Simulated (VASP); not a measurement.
# Os (P6_3/mmc) in VASP: notebook, part 2 of 2

VASP 6.6.1. Earlier steps stand in the parts before.

## (4) Electric field gradients, PBE (14.82 Å³/atom)

This run uses another cell than the first one, of 14.82 Å³/atom.

The input, INCAR:

```
SYSTEM = Os
PREC = Accurate
ENCUT = 520
EDIFF = 1E-8
ISMEAR = -1
SIGMA = 0.08
LREAL = .FALSE.
LASPH = .TRUE.
NELM = 80
ALGO = Normal
ISIF = 2
LWAVE = .FALSE.
LCHARG = .FALSE.
GGA = PE
LEFG = .TRUE.
NBANDS = 15
```

The input, KPOINTS:

```
regular mesh
0
G
  17 17 10
  0 0 0
```

The input, POSCAR:

```
Os
1.0
    2.7877233928      0.0000000000      0.0000000000
   -1.3938616964      2.4142392769      0.0000000000
    0.0000000000      0.0000000000      4.4044215090
Os
2
Direct
    0.3333333333      0.6666666667      0.2500000000
    0.6666666667      0.3333333333      0.7500000000
```

Potentials or basis: VASP PAW PBE potentials, release 64 (Os).

Launch:

```console
cat potpaw_PBE.64/Os/POTCAR > POTCAR
mpirun -np 1 vasp_std > vasp.out
```

OUTCAR:

```text
SYSTEM = Os
   PREC = Accurate
   ENCUT = 520
   EDIFF = 1E-8
   ISMEAR = -1
   LREAL = .FALSE.
   LASPH = .TRUE.
   NELM = 80
   ISIF = 2
   GGA = PE

 ion  position               nearest neighbor table
   1  0.333  0.667  0.250-   2 2.73   2 2.73   2 2.73   2 2.73   2 2.73   2 2.73
   2  0.667  0.333  0.750-   1 2.73   1 2.73   1 2.73   1 2.73   1 2.73   1 2.73

  LATTYP: Found a hexagonal cell.
 ALAT       =     2.7877233928
 C/A-ratio  =     1.5799349105

  Lattice vectors:

 A1 = (   2.7877233928,   0.0000000000,   0.0000000000)
 A2 = (  -1.3938616964,   2.4142392769,   0.0000000000)
[... 647 lines left out ...]
  free  energy   TOTEN  =       -22.4618691297 eV

  energy  without entropy=      -22.4322065818  energy(sigma->0) =      -22.44703786

 Electric field gradients (V/A^2)
---------------------------------------------------------------------
 ion       V_xx      V_yy      V_zz      V_xy      V_xz      V_yz
---------------------------------------------------------------------
   1      35.668    35.667   -71.335    -0.000     0.000    -0.000
   2      35.668    35.667   -71.335    -0.000    -0.000     0.000
---------------------------------------------------------------------

 Electric field gradients after diagonalization (V/A^2)
 (convention: |V_zz| > |V_xx| > |V_yy|)
----------------------------------------------------------------------
 ion       V_xx      V_yy      V_zz     asymmetry (V_yy - V_xx)/ V_zz
----------------------------------------------------------------------
   1      35.668    35.667   -71.335       0.000
   2      35.668    35.667   -71.335       0.000
----------------------------------------------------------------------

           NMR quadrupolar parameters

 Cq : quadrupolar parameter    Cq=e*Q*V_zz/h
 eta: asymmetry parameters     (V_yy - V_xx)/ V_zz
 Q  : nuclear electric quadrupole moment in mb (millibarn)
----------------------------------------------------------------------
 ion       Cq(MHz)       eta       Q (mb)
----------------------------------------------------------------------
   1      -0.172       0.000       1.000
   2      -0.172       0.000       1.000
----------------------------------------------------------------------
```

It took 2.2 min on 1 thread of Intel Xeon 8259CL, shared host; peak memory 0.21 GiB.

Results:

```
Free energy                             : -22.4619 eV
Pressure                                : -13.9 GPa
Band gap on the k mesh                  : zero (bands 8 and 9 overlap by 3.56 eV)
Largest electric field gradient by atom : Os -71.3 V/Å²
```

Electric field gradients, principal values (V/Å²):
| atom | least | middle | greatest (by size) |
| --- | --- | --- | --- |
| 1 Os | 35.667 | 35.668 | -71.335 |
| 2 Os | 35.667 | 35.668 | -71.335 |

Caveat: the cell stands under tension; without QUAD_EFG the Cq values of the log hold for a quadrupole moment of 1 mb, not for the nuclei; spin-orbit coupling is left out, which moves the levels of the heavy elements.

## (5) Electric field gradients, PBE, non-collinear spin, zero start, spin-orbit coupling

The input, INCAR:

```
SYSTEM = Os
PREC = Accurate
ENCUT = 520
EDIFF = 1E-8
ISMEAR = -1
SIGMA = 0.08
LREAL = .False.
LASPH = .True.
NELM = 150
ALGO = Normal
ISIF = 2
LWAVE = .False.
LCHARG = .False.
MAGMOM = 0 0 0 0 0 0
LORBIT = 11
LSORBIT = .True.
GGA_COMPAT = .False.
LORBMOM = .True.
LMAXMIX = 4
GGA = PE
LEFG = .True.
NBANDS = 28
```

The input, KPOINTS:

```
regular mesh
0
Gamma
  17 17 10
  0 0 0
```

The input, POSCAR:

```
Os
1.0
    2.7340999755      0.0000000000      0.0000000000
   -1.3670499878      2.3678000353      0.0000000000
    0.0000000000      0.0000000000      4.3197000000
Os
2
Direct
    0.3333333333      0.6666666667      0.2500000000
    0.6666666667      0.3333333333      0.7500000000
```

Potentials or basis: VASP PAW PBE potentials, release 64 (Os).

Launch:

```console
cat potpaw_PBE.64/Os/POTCAR > POTCAR
mpirun -np 1 vasp_ncl > vasp.out
```

OUTCAR:

```text
SYSTEM = Os
   PREC = Accurate
   ENCUT = 520
   EDIFF = 1E-8
   ISMEAR = -1
   LREAL = .False.
   LASPH = .True.
   NELM = 150
   ISIF = 2
   LORBIT = 11
   LSORBIT = .True.
   GGA = PE

 ion  position               nearest neighbor table
   1  0.333  0.667  0.250-   2 2.68   2 2.68   2 2.68   2 2.68   2 2.68   2 2.68
   2  0.667  0.333  0.750-   1 2.68   1 2.68   1 2.68   1 2.68   1 2.68   1 2.68

  LATTYP: Found a hexagonal cell.
 ALAT       =     2.7340999755
 C/A-ratio  =     1.5799349105

  Lattice vectors:

 A1 = (   2.7340999755,   0.0000000000,   0.0000000000)
 A2 = (  -1.3670499878,   2.3678000353,   0.0000000000)
 A3 = (   0.0000000000,   0.0000000000,   4.3197000000)

Analysis of symmetry for initial positions (statically):
=====================================================================
 Subroutine PRICEL returns:
 Original cell was already a primitive cell.

 Routine SETGRP: Setting up the symmetry group for a
 hexagonal supercell.

 Subroutine GETGRP returns: Found 24 space group operations
 (whereof 12 operations were pure point group operations)
 out of a pool of 24 trial point group operations.

[... 1038 lines left out ...]
     0.0000000     0.0000000     0.0000000     0.0000000     0.0000000     0.0000000     0.0000000
     0.0000000     0.0000000     0.0000000     0.0000000     0.0000000     0.0000000     0.0000000
     0.0000000     0.0000000     0.0000000     0.0000000     0.0000000     0.0000000     0.0000000
     0.0000000     0.0000000     0.0000000     0.0000000     0.0000000     0.0000000     0.0000000
     0.0000000     0.0000000     0.0000000     0.0000000     0.0000000     0.0000000     0.0000000

 Ion:    2  E_soc:     -0.6638703
 l=   1
     0.0000000    -0.0448241    -0.0435995
    -0.0448241     0.0000000    -0.0448241
    -0.0435995    -0.0448241     0.0000000
 l=   2
     0.0000000    -0.0136286     0.0000000    -0.0136286    -0.0543143
    -0.0136286     0.0000000    -0.0382290    -0.0134011    -0.0136286
     0.0000000    -0.0382290     0.0000000    -0.0382290     0.0000000
    -0.0136286    -0.0134011    -0.0382290     0.0000000    -0.0136286
    -0.0543143    -0.0136286     0.0000000    -0.0136286     0.0000000
 l=   3
     0.0000000     0.0000000     0.0000000     0.0000000     0.0000000     0.0000000     0.0000000
     0.0000000     0.0000000     0.0000000     0.0000000     0.0000000     0.0000000     0.0000000
     0.0000000     0.0000000     0.0000000     0.0000000     0.0000000     0.0000000     0.0000000
     0.0000000     0.0000000     0.0000000     0.0000000     0.0000000     0.0000000     0.0000000
     0.0000000     0.0000000     0.0000000     0.0000000     0.0000000     0.0000000     0.0000000
     0.0000000     0.0000000     0.0000000     0.0000000     0.0000000     0.0000000     0.0000000
     0.0000000     0.0000000     0.0000000     0.0000000     0.0000000     0.0000000     0.0000000

 total charge

# of ion       s       p       d       tot
------------------------------------------
    1        0.665   0.805   6.015   7.484
    2        0.665   0.805   6.015   7.484
--------------------------------------------------
tot          1.329   1.609  12.029  14.968

 magnetization (x)

# of ion       s       p       d       tot
------------------------------------------
    1        0.000  -0.000   0.000  -0.000
    2        0.000   0.000   0.000   0.000
--------------------------------------------------
tot          0.000   0.000   0.000   0.000

 magnetization (y)

# of ion       s       p       d       tot
------------------------------------------
    1        0.000   0.000   0.000   0.000
    2        0.000   0.000  -0.000  -0.000
--------------------------------------------------
tot          0.000   0.000  -0.000  -0.000

 magnetization (z)

# of ion       s       p       d       tot
------------------------------------------
    1        0.000   0.000   0.000   0.000
    2        0.000   0.000   0.000   0.000
--------------------------------------------------
tot          0.000   0.000   0.000   0.000
```

Run time: 7.7 min. Hardware: 1 thread of Intel Xeon 8259CL, shared host; peak memory 0.35 GiB.

Results:

| Quantity | Value |
| --- | --- |
| Free energy | -23.1527 eV |
| Pressure | 9.1 GPa |
| Net moment | 0.00 μB per cell |
| Largest electric field gradient by atom | Os -76.9 V/Å² |
| Valence electrons inside the program's atomic spheres | Os 7.48 |

Stress tensor (GPa, compression positive):
```
9.30 0.00 0.00
0.00 9.30 0.00
0.00 0.00 8.66
```

Moments on the atoms (μB; x, y, z):
```
Os  0.00 0.00 0.00
Os  0.00 0.00 0.00
```

Electric field gradients, principal values (V/Å²):
```csv
atom,least,middle,greatest (by size)
1 Os,38.472,38.472,-76.944
2 Os,38.472,38.472,-76.944
```

Caveat: the cell stands under pressure; without QUAD_EFG the Cq values of the log hold for a quadrupole moment of 1 mb, not for the nuclei.

## (6) Overview

```csv
spin,cell,gap on the mesh (eV),pressure (GPa)
off,"a = 2.734, b = 2.734, c = 4.320 Å, angles 90.0, 90.0, 120.0°, 2 atoms",none,8.8
off,"a = 2.761, b = 2.761, c = 4.362 Å, angles 90.0, 90.0, 120.0°, 2 atoms",none,-3.6
off,"a = 2.788, b = 2.788, c = 4.404 Å, angles 90.0, 90.0, 120.0°, 2 atoms",none,-13.9
"non-collinear, zero start, SOC","a = 2.734, b = 2.734, c = 4.320 Å, angles 90.0, 90.0, 120.0°, 2 atoms",-,9.1
```

Alike in all rows: task electric field gradients; level PBE; potentials or basis VASP PAW PBE potentials, release 64 (Os); k mesh 17 × 17 × 10; cutoff (eV) 520; smearing fermi-dirac 0.08 eV.

Caveats: spin-orbit coupling is left out, which moves the levels of the heavy elements (at least some runs); the cell stands under pressure (at least some runs); the cell stands under tension (at least some runs).

Total energies depend on the potentials used, so only differences within one code and one set of settings carry meaning.
